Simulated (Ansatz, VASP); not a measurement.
**One calculation of BaF2, two programs**

```
Ba F
1.0
     0.00000    3.12250    3.12250
     3.12250    0.00000    3.12250
     3.12250    3.12250    0.00000
Ba F
1 2
Direct
  0.00000 0.00000 0.00000
  0.25000 0.25000 0.25000
  0.75000 0.75000 0.75000
```

Alike in both runs: task single point; functional PBE; k mesh 6 × 6 × 6; no spin polarisation.

|  | VASP | Ansatz |
| --- | --- | --- |
| version | VASP 6.6.1 | Ansatz 0.2.0 |
| potentials or method | VASP PAW PBE potentials, release 64 (Ba_sv, F) | plane waves, PAW |
| plane-wave cutoff (eV) | 600 | 420 |
| occupations | gaussian, width 0.01 eV | fixed |
| valence electrons in the cell | 24 | 24 |

|  | VASP | Ansatz | Ansatz less VASP |
| --- | --- | --- | --- |
| gap on the k mesh at the Fermi level (eV) | 6.68 | 6.75 | +0.071 |
| pressure (GPa) | 0.9 | 0.0 | -0.90 |

Neither program's run includes spin-orbit coupling.
